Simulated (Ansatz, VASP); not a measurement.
# NaH in VASP and in Ansatz

```
Na H
1.0
     0.00000    2.62860    2.59692
     2.62860    0.00000    2.59692
     2.62860    2.62860    0.00000
Na H
1 1
Direct
  0.00000 0.00000 0.00000
  0.25000 0.25000 0.25000
```

Change from the starting cell: biaxial_xy strain +1.2%.

Alike in both runs: task single point; functional r2SCAN; k mesh 8 × 8 × 8; no spin polarisation.

```csv
,VASP,Ansatz
version,VASP 6.6.1,Ansatz 0.2.0
potentials or method,"VASP PAW PBE potentials, release 64 (Na_pv, H)","plane waves, PAW"
plane-wave cutoff (eV),520,500
occupations,"gaussian, width 0.01 eV",fixed
valence electrons in the cell,8,10
```

|  | VASP | Ansatz | Ansatz less VASP |
| --- | --- | --- | --- |
| gap on the k mesh at the Fermi level (eV) | 4.02 | 4.02 | -0.001 |
| pressure (GPa) | -0.6 | -0.4 | +0.13 |

VASP's potentials were made for PBE, not for r2SCAN. VASP's potentials hold 8 valence electrons a cell and Ansatz's 10, so a difference there can come from the potentials and not from the codes.
